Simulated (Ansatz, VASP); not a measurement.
**Al32Cu in VASP and in Ansatz**

```
CELL_PARAMETERS angstrom
8.10000 0.00000 0.00000
0.00000 8.10000 0.00000
0.00000 0.00000 8.10000
ATOMIC_POSITIONS crystal
Al 0.50029 0.00954 0.00011
Al 0.74058 0.25063 0.00012
Al 0.74688 0.00354 0.25343
Al 0.99987 0.04062 0.99984
Al 0.25950 0.25061 0.00011
Al 0.50030 0.49063 0.00012
Al 0.71173 0.74981 0.99989
Al 0.25312 0.00326 0.25316
Al 0.49999 0.24997 0.25271
Al 0.74635 0.49650 0.25395
Al 0.49998 0.00276 0.49998
Al 0.74745 0.24999 0.50000
Al 0.74654 0.00386 0.74659
Al 0.99992 0.46255 0.99990
Al 0.28977 0.74977 0.99986
Al 0.00008 0.25060 0.25951
Al 0.25367 0.49674 0.25371
Al 0.50029 0.75018 0.25951
Al 0.00008 0.00954 0.50037
Al 0.25269 0.24998 0.49999
Al 0.50000 0.49753 0.50001
Al 0.74058 0.75019 0.50039
Al 0.25347 0.00362 0.74684
Al 0.50000 0.25000 0.74747
Al 0.74607 0.49621 0.74611
Al 0.99989 0.74976 0.29000
Al 0.00009 0.49062 0.50039
Al 0.25950 0.75018 0.50038
Al 0.00009 0.25063 0.74060
Al 0.25397 0.49643 0.74633
Al 0.50030 0.75019 0.74060
Al 0.99991 0.74981 0.71195
Cu 0.00092 0.75195 0.00120
```

Alike in both runs: functional PBEsol; k mesh 2 × 2 × 2; occupations fermi-dirac, width 0.05 eV; no spin polarisation.

Ansatz relaxed the structure, and its values are those at the end. VASP's run is a single point on that final structure, the one shown.

```csv
,VASP,Ansatz
version,VASP 6.6.1,Ansatz 0.2.0
potentials or method,"VASP PAW PBE potentials, release 64 (Al, Cu), cutoff 520 eV","scalar-relativistic, plane waves, PAW"
valence electrons in the cell,107,115
```

VASP gave:

```
rms of the force components (eV/Å) : 0.008
```

Q: Which values does Ansatz return?

A: rms of the force components (eV/Å): 0.007.

VASP's potentials were made for PBE, not for PBEsol, and Ansatz warns of the same on its side. The functional is the same, so the differences come from potentials, cutoffs and numerics. VASP's potentials hold 107 valence electrons a cell and Ansatz's 115, so a difference there can come from the potentials and not from the codes.

The k mesh is coarse, so the values compare programs but aren't converged.
